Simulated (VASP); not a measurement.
CaO:

```
CELL_PARAMETERS angstrom
0.00000 2.40356 2.40356
2.40356 0.00000 2.40356
2.40356 2.40356 0.00000
ATOMIC_POSITIONS crystal
Ca 0.00000 0.00000 0.00000
O 0.50000 0.50000 0.50000
```

```yaml
Program: VASP 6.6.1
Task: relaxation of cell and atoms
Functional: PBEsol
Dispersion: D3(BJ)
Potentials_or_basis: VASP PAW PBE potentials, release 64 (Ca_sv, O)
Cutoff: 600 eV
k_mesh: 10 × 10 × 10
Occupations: fermi-dirac, width 0.05 eV
Spin: no spin polarisation
```

At the start: pressure -5.4 GPa; volume 13.89 Å³/atom.

Task: How do energy, volume and symmetry change on relaxing?

Result: Over 3 steps the energy falls by 11.6 meV/atom and the volume is 13.23 Å³/atom (-4.7 %); space group Fm-3m (No. 225, to 0.05 Å).

Step by step:
```tsv
step	energy change (eV)	largest force (eV/Å)	pressure (GPa)	volume (Å³)
1	0.0000	0.0000	-5.38	27.77
2	-0.0191	0.0000	2.55	25.94
3	-0.0231	0.0000	0.01	26.45
```

Final structure:
```
Ca O
1.0
     0.00000    2.36496    2.36496
     2.36496    0.00000    2.36496
     2.36496    2.36496    0.00000
Ca O
1 1
Direct
  0.00000 0.00000 0.00000
  0.50000 0.50000 0.50000
```

Caveat: the PAW data sets were made with another functional, which shifts forces and pressure a little.
